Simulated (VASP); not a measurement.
Wanted: the native input for a VASP 6.6.1 run.

- Task: single point
- Functional: PBEsol
- Potentials or basis: VASP PAW PBE potentials, release 64 (Y_sv)
- Cutoff: 520 eV
- k mesh: 7 × 7 × 2
- Occupations: fermi-dirac, width 0.05 eV
- Spin: no spin polarisation
- Dipole correction: no
- Further INCAR settings: ALGO = Fast; EDIFF = 1e-06; NBANDS = 30

The structure of Y lies in POSCAR:

```
Y
1.0
    3.6425441402     -0.0728508828      0.0000000000
   -1.8843627853      3.1909612012      0.0000000000
    0.0000000000      0.0000000000     11.8441303500
Y
4
Direct
    0.6666666667      0.3333333333      0.7500000000
    0.0000000000      0.0000000000      0.5000000000
    0.3333333333      0.6666666667      0.2500000000
    0.0000000000      0.0000000000      0.0000000000
```

One way to write it, as run:

INCAR

```
SYSTEM = Y
ALGO = Fast ; EDIFF = 1E-6
ENCUT = 520 ; GGA = PS
ISIF = 2 ; ISMEAR = -1
LASPH = .TRUE. ; LCHARG = .FALSE.
LREAL = .FALSE. ; LWAVE = .FALSE.
NBANDS = 30 ; NELM = 100
PREC = Accurate ; SIGMA = 0.05
```

KPOINTS

```
k-points
0
G
  7 7 2
  0 0 0
```

Potentials or basis: VASP PAW PBE potentials, release 64 (Y_sv).

The run is started by

```bash
$ cat potpaw_PBE.64/Y_sv/POTCAR > POTCAR
$ mpirun -np 1 vasp_std > vasp.out
```

It gave:

```json
{
 "Pressure": "-3.6 GPa",
 "Largest force": "0.035 eV/Å",
 "Band gap on the k mesh": "zero (bands 22 and 23 overlap by 0.95 eV)"
}
```

Caveat: the cell stands under tension; the PAW data sets were made with another functional, which shifts forces and pressure a little.

Wall time 3.6 min on 1 thread of Intel(R) Xeon(R) Platinum 8488C (Sapphire Rapids), on a shared host, peak memory 0.34 GiB.
